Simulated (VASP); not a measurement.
**HfO2: single point with PBE**

HfO2:

```
CELL_PARAMETERS angstrom
0.00000 2.52918 2.52918
2.52918 0.00000 2.52918
2.52918 2.52918 0.00000
ATOMIC_POSITIONS crystal
Hf 0.00000 0.00000 0.00000
O 0.25000 0.25000 0.25000
O 0.75000 0.75000 0.75000
```

* Program: VASP 6.6.1
* Task: single point
* Functional: PBE
* Potentials or basis: VASP PAW PBE potentials, release 64 (Hf_pv, O)
* Cutoff: 600 eV
* k mesh: 8 × 8 × 8
* Occupations: gaussian, width 0.01 eV
* Spin: non-collinear spin, zero start, spin-orbit coupling
* Starting moments: [[0.0, 0.0, 0.0], [0.0, 0.0, 0.0], [0.0, 0.0, 0.0]] μB
* Dipole correction: no
* Further INCAR settings: ALGO = Normal; EDIFF = 1e-06; NBANDS = 35

```yaml
Pressure: 2.0 GPa
Net_moment: 0.00 μB per cell
Valence_electrons_inside_the_program's_atomic_spheres: Hf 8.30; O 5.12
```

Moments on the atoms (μB; x, y, z):
```
Hf  0.00 0.00 0.00
O   0.00 0.00 0.00
O   0.00 0.00 0.00
```

It took 110 s on 1 thread of AMD EPYC 7R43 64-Core Processor (Zen 3) (shared host), peak memory 0.27 GiB.
